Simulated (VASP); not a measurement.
A run of VASP 6.6.1:

The input INCAR:

```
SYSTEM = Si5As3
PREC = Accurate
ENCUT = 500
EDIFF = 1E-6
ISMEAR = 0
SIGMA = 0.02
LREAL = .FALSE.
LASPH = .TRUE.
NELM = 120
ALGO = Normal
ISIF = 2
LWAVE = .FALSE.
LCHARG = .FALSE.
GGA = PE
NBANDS = 49
GGA_COMPAT = .FALSE.
```

Contents of KPOINTS:

```
Automatic mesh
0
G
  12 12 1
  0 0 0
```

File POSCAR:

```
Si5As3
1.0
    3.7351079711      0.0000000000      0.0000000000
   -1.8675539855      3.2346983888      0.0000000000
    0.0000000000      0.0000000000     29.5074258000
Si As
10 6
Direct
    0.0000000000      0.0000000000      0.0394287990
    0.0000000000      0.0000000000      0.9605712010
    0.0000000000      0.0000000000      0.3011556751
    0.3333333333      0.6666666667      0.3293856625
    0.3333333333      0.6666666667      0.4087115640
    0.0000000000      0.0000000000      0.2217869532
    0.0000000000      0.0000000000      0.6988443249
    0.6666666667      0.3333333333      0.6706143375
    0.6666666667      0.3333333333      0.5912884360
    0.0000000000      0.0000000000      0.7782130468
    0.6666666667      0.3333333333      0.9242838138
    0.3333333333      0.6666666667      0.0757161862
    0.6666666667      0.3333333333      0.1852799416
    0.6666666667      0.3333333333      0.4452872175
    0.3333333333      0.6666666667      0.8147200584
    0.3333333333      0.6666666667      0.5547127825
```

Potentials or basis: VASP PAW PBE potentials, release 64 (Si, As).

Launch:

```console
$ cat potpaw_PBE.64/Si/POTCAR potpaw_PBE.64/As/POTCAR > POTCAR
$ mpirun -np 1 vasp_std > vasp.out
```

Hardware: 1 thread of Intel Xeon 8259CL, with other jobs on the host.

Estimate the wall time of this run.

It took 16 min on 1 thread of Intel Xeon 8259CL, on a shared host, peak memory 0.52 GiB. Counts: scf iterations 20, k points 19.
